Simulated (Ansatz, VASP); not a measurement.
## Ni: VASP beside Ansatz

The input INCAR:

```
SYSTEM = Ni
PREC = Accurate
ENCUT = 600
EDIFF = 1E-6
ISMEAR = -1
SIGMA = 0.05
LREAL = .FALSE.
LASPH = .TRUE.
NELM = 150
ALGO = Normal
ISIF = 3
LWAVE = .FALSE.
LCHARG = .FALSE.
ISPIN = 2
MAGMOM = 1
LORBIT = 11
LMAXMIX = 4
GGA = B5
ALDAX = 1.0
AGGAX = 1.0
AGGAC = 1.0
ALDAC = 0.0
IVDW = 12
VDW_S6 = 1.0
VDW_S8 = 2.6996
VDW_A1 = 0.4298
VDW_A2 = 4.2359
IBRION = 2
NSW = 80
EDIFFG = -0.02
```

KPOINTS

```
regular mesh
0
G
  13 13 13
  0 0 0
```

The input POSCAR:

```
Ni
1.0
    0.0000000000      1.7375729330      1.7375729330
    1.7375729330      0.0000000000      1.7375729330
    1.7375729330      1.7375729330      0.0000000000
Ni
1
Direct
    0.0000000000      0.0000000000      0.0000000000
```

File input.yaml:

```yaml
crystal:
  lattice:
    - [0.0, 1.737572933, 1.737572933]
    - [1.737572933, 0.0, 1.737572933]
    - [1.737572933, 1.737572933, 0.0]
  atoms:
    - { symbol: Ni, position: [0.0, 0.0, 0.0], spin: 1.0 }
kpoints:
  mp_grid: { grid: [13, 13, 13] }
scf:
  occupations: { method: fermi_dirac, width: 0.05 }
hamiltonian:
  xc: blyp
  dispersion: d3bj
  pseudopotentials: { kind: all_electron, lapw: { basis_error: 0.001 } }
magnetization:
  spin_polarized: true
output:
  forces: true
  stress: true
relax:
  f_tol: 0.02
  max_steps: 60
  cell: {}
```

Alike in both runs: task relaxation of cell and atoms; functional BLYP; dispersion D3(BJ); k mesh 13 × 13 × 13; occupations fermi-dirac, width 0.05 eV; collinear spin.

|  | VASP | Ansatz |
| --- | --- | --- |
| version | VASP 6.6.1 | Ansatz 0.2.0 |
| potentials or method | VASP PAW PBE potentials, release 64 (Ni), cutoff 600 eV | all-electron LAPW, scalar-relativistic |

Ansatz gave:

```
net moment per atom (μB)                                                      : 0.62
size of the moment on the site where the two differ most (μB)                 : 0.64
relaxed volume (Å³/atom)                                                      : 10.53
relaxed length of the cell vector where the two differ most in proportion (Å) : 2.460
```

Problem. Estimate VASP's values.

Solution. net moment per atom (μB): 0.61; size of the moment on the site where the two differ most (μB): 0.62; relaxed volume (Å³/atom): 10.53; relaxed length of the cell vector where the two differ most in proportion (Å): 2.460.

VASP's potentials were made for PBE, not for BLYP. Site moments also hang on the region over which each program counts them. Ansatz ran all-electron here, and VASP with PAW potentials.
